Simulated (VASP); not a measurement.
Wanted: the native input for a VASP 6.6.1 run.

```yaml
Task: single point
Functional: PBEsol
Potentials_or_basis: VASP PAW PBE potentials, release 64 (Fe, Ge_d)
Cutoff: 600 eV
k_mesh: 6 × 6 × 4
Occupations: gaussian, width 0.1 eV
Spin: collinear spin, ferromagnetic start
Starting_moments: "[2.5, 2.5, 2.5, 2.5, 0.0, 0.0] μB"
Dipole_correction: no
Further_INCAR_settings: ALGO = Normal; EDIFF = 1e-06; NBANDS = 43
```

The structure of Fe2Ge lies in POSCAR:

```
Fe2Ge
1.0
    4.1328681390      0.0000000000      0.0000000000
   -2.0664340700      3.5791687990      0.0000000000
    0.0000000000      0.0000000000      5.0087520000
Fe Ge
4 2
Direct
    0.0000000000      0.0000000000      0.0000000000
    0.0000000000      0.0000000000      0.5000000000
    0.6666666700      0.3333333300      0.7500000000
    0.3333333300      0.6666666700      0.2500000000
    0.6666666700      0.3333333300      0.2500000000
    0.3333333300      0.6666666700      0.7500000000
```

The input as run:

INCAR

```
SYSTEM = Fe2Ge
PREC     = Accurate       ! precision mode
ENCUT    = 600            ! plane-wave cutoff, eV
EDIFF    = 1E-6           ! SCF threshold, eV
ISMEAR   = 0              ! smearing method
SIGMA    = 0.1            ! smearing width, eV
LREAL    = .False.        ! projectors in reciprocal space
LASPH    = .True.         ! aspherical terms in the spheres
NELM     = 200            ! most SCF steps
ALGO     = Normal         ! electronic algorithm
ISIF     = 2              ! what is computed and relaxed
LWAVE    = .False.        ! write WAVECAR
LCHARG   = .False.        ! write CHGCAR
ISPIN    = 2              ! spin polarisation
MAGMOM   = 2.5 2.5 2.5 2.5 0 0 ! initial moments
LORBIT   = 11             ! projections on sites
LMAXMIX  = 4              ! l up to which the mixer works
GGA      = PS             ! functional
NBANDS   = 43             ! bands
GGA_COMPAT= .False.
```

KPOINTS

```
Automatic mesh
0
Gamma
  6 6 4
  0 0 0
```

Potentials or basis: VASP PAW PBE potentials, release 64 (Fe, Ge_d).

Command:

```console
$ cat potpaw_PBE.64/Fe/POTCAR potpaw_PBE.64/Ge_d/POTCAR > POTCAR
$ mpirun -np 1 vasp_std > vasp.out
```

It gave:

```json
{"Pressure": "-7.8 GPa", "Net moment": "8.04 μB per cell", "Site moments": "Fe +2.45, +1.64 (each value once); Ge -0.08 μB", "Valence electrons inside the program's atomic spheres": "Fe 7.12, 7.38 (each value once); Ge 12.51"}
```

Caveat: the cell stands under tension; the PAW data sets were made with another functional, which shifts forces and pressure a little.

It took 4 min on 1 thread of Oxide Virtual Turin-like Processor, with other jobs on the host, peak memory 0.29 GiB.
